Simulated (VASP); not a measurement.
Set up this calculation in VASP 6.6.1, as the native input.

```
Task                   : single point
Functional             : PBE
Potentials or basis    : VASP PAW PBE potentials, release 64 (Tc_pv, N)
Cutoff                 : 520 eV
k mesh                 : 8 × 8 × 8
Occupations            : methfessel-paxton, width 0.1 eV
Spin                   : no spin polarisation
Dipole correction      : no
Further INCAR settings : ALGO = Normal; EDIFF = 1e-06; NBANDS = 18
```

The structure of TcN2 lies in POSCAR:

```
TcN2
1.0
    0.0000000000      2.5003070158      2.5003070158
    2.5003070158      0.0000000000      2.5003070158
    2.5003070158      2.5003070158      0.0000000000
Tc N
1 2
Direct
    0.0000000000      0.0000000000      0.0000000000
    0.7500000000      0.7500000000      0.7500000000
    0.2500000000      0.2500000000      0.2500000000
```

One way to write it, as run:

INCAR

```
  ALGO = Normal
  EDIFF = 1E-6
  ENCUT = 520
  GGA = PE
  ISIF = 2
  ISMEAR = 1
  LASPH = True
  LCHARG = False
  LREAL = False
  LWAVE = False
  NBANDS = 18
  NELM = 100
  PREC = Accurate
  SIGMA = 0.1
```

KPOINTS

```
k-points
0
Gamma
  8 8 8
```

Potentials or basis: VASP PAW PBE potentials, release 64 (Tc_pv, N).

The run is started by

```console
$ cat potpaw_PBE.64/Tc_pv/POTCAR potpaw_PBE.64/N/POTCAR > POTCAR
$ mpirun -np 1 vasp_std > vasp.out
```

It gave:

The pressure is -21.7 GPa.

Run time: 30 s on 1 thread of Intel(R) Xeon(R) Platinum 8375C CPU @ 2.90GHz (Ice Lake), on a shared host, peak memory 0.16 GiB.
